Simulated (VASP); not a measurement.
A run of VASP 6.6.1 is set up as follows.

INCAR

```
PREC     = Accurate       # precision mode
ENCUT    = 600            # plane-wave cutoff, eV
EDIFF    = 1E-6           # SCF threshold, eV
ISMEAR   = 0              # smearing method
SIGMA    = 0.1            # smearing width, eV
LREAL    = False          # projectors in reciprocal space
LASPH    = True           # aspherical terms in the spheres
NELM     = 100            # most SCF steps
ALGO     = Normal         # electronic algorithm
ISIF     = 3              # what is computed and relaxed
LWAVE    = False          # write WAVECAR
LCHARG   = False          # write CHGCAR
GGA      = PE             # functional
IBRION   = 2              # ionic algorithm
NSW      = 100            # ionic steps
EDIFFG   = -0.01          # ionic threshold
```

KPOINTS

```
regular mesh
0
Gamma
  10 10 10
```

Contents of POSCAR:

```
SnSe3
1.0
    4.6683104521      0.0000000000      0.0000000000
    0.0000000000      4.6683104521      0.0000000000
    0.0000000000      0.0000000000      4.6683104521
Sn Se
1 3
Direct
    0.0000000000      0.0000000000      0.0000000000
    0.0000000000      0.5000000000      0.5000000000
    0.5000000000      0.0000000000      0.5000000000
    0.5000000000      0.5000000000      0.0000000000
```

Potentials or basis: VASP PAW PBE potentials, release 64 (Sn_d, Se).

Run with:

```console
$ cat potpaw_PBE.64/Sn_d/POTCAR potpaw_PBE.64/Se/POTCAR > POTCAR
$ mpirun -np 1 vasp_std > vasp.out
```

Problem. What does it give for the space group after relaxing (to 0.05 Å)?

Solution. Pm-3m (No. 221).

Problem. Estimate the relaxed cell.

Solution. a = 4.525 Å, b = 4.525 Å, c = 4.525 Å, α = 90.00°, β = 90.00°, γ = 90.00°.

Final structure:
```
Sn Se
1.0
     4.52508    0.00000    0.00000
     0.00000    4.52508    0.00000
     0.00000    0.00000    4.52508
Sn Se
1 3
Direct
  0.00000 0.00000 0.00000
  0.00000 0.50000 0.50000
  0.50000 0.00000 0.50000
  0.50000 0.50000 0.00000
```
